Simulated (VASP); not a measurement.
A run of VASP 6.6.1:

Contents of INCAR:

```
SYSTEM = Ni
PREC = Accurate
ENCUT = 600
EDIFF = 1E-6
ISMEAR = 0
SIGMA = 0.1
LREAL = .FALSE.
LASPH = .TRUE.
NELM = 150
ALGO = Normal
ISIF = 3
LWAVE = .FALSE.
LCHARG = .FALSE.
ISPIN = 2
MAGMOM = 0.59
LORBIT = 11
LMAXMIX = 4
GGA = PE
IBRION = 2
NSW = 100
EDIFFG = -0.005
```

The input KPOINTS:

```
regular mesh
0
G
  22 22 22
  0 0 0
```

Contents of POSCAR:

```
Ni
1.0
   -1.3837154700      1.3837154700      1.3837154700
    1.3837154700     -1.3837154700      1.3837154700
    1.3837154700      1.3837154700     -1.3837154700
Ni
1
Direct
    0.0000000000      0.0000000000      0.0000000000
```

Potentials or basis: VASP PAW PBE potentials, release 64 (Ni).

The run is started by

```console
$ cat potpaw_PBE.64/Ni/POTCAR > POTCAR
$ mpirun -np 1 vasp_std > vasp.out
```

Hardware: 1 thread of Intel Xeon 8259CL, with other jobs on the host.

Task: Estimate the wall time of this run.

Result: Wall time 3.3 min on 1 thread of Intel Xeon 8259CL, on a shared host, peak memory 0.19 GiB. Counts: scf iterations 30, k points 328, ion steps 3.
